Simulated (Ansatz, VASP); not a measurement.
# One calculation of InP, two programs

```
In P
1.0
     0.00000    2.95343    2.95343
     2.95343    0.00000    2.95343
     2.95343    2.95343    0.00000
In P
1 1
Direct
  0.00000 0.00000 0.00000
  0.25000 0.25000 0.25000
```

Alike in both runs: task single point; functional HSE06; k mesh 6 × 6 × 6; no spin polarisation.

|  | VASP | Ansatz |
| --- | --- | --- |
| version | VASP 6.6.1 | Ansatz 0.2.0 |
| potentials or method | VASP PAW PBE potentials, release 64 (In_d, P), cutoff 400 eV | scalar-relativistic, plane waves, PAW |
| occupations | gaussian, width 0.01 eV | fixed |
| valence electrons in the cell | 18 | 18 |

Ansatz gave:

```
gap on the k mesh at the Fermi level (eV) : 1.36
least direct gap on the mesh (eV)         : 1.36
pressure (GPa)                            : -0.2
```

Task: Estimate VASP's values.

Result: gap on the k mesh at the Fermi level (eV): 1.36; least direct gap on the mesh (eV): 1.36; pressure (GPa): -0.4.

Ansatz's warnings: stress exchange threshold loose, stress scf threshold loose.
